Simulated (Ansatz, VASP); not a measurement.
**Sr: VASP beside Ansatz**

```
Sr
1.0
     0.00000    3.19447    2.96629
     3.19447    0.00000    2.96629
     3.19447    3.19447    0.00000
Sr
1
Cartesian
  0.0000 0.0000 0.0000
```

Change from the starting cell: strain +0.050 along x and y, -0.025 along z, atoms carried along.

Alike in both runs: task single point; functional PBE; k mesh 14 × 14 × 14; occupations gaussian, width 0.15 eV; no spin polarisation.

|  | VASP | Ansatz |
| --- | --- | --- |
| version | VASP 6.6.1 | Ansatz 0.2.0 |
| potentials or method | VASP PAW PBE potentials, release 64 (Sr_sv), cutoff 520 eV | scalar-relativistic, plane waves, PAW |
| valence electrons in the cell | 10 | 10 |

|  | VASP | Ansatz | Ansatz less VASP |
| --- | --- | --- | --- |
| gap on the k mesh at the Fermi level (eV) | none | none | - |
| pressure (GPa) | -1.0 | -1.0 | -0.01 |
| traceless stress, the component that is largest in VASP (GPa) | 0.15 | 0.15 | 0.000 |

A gap of «none» marks a metal or a gap that the smearing closes. The functional is the same, so the differences come from potentials, cutoffs and numerics.
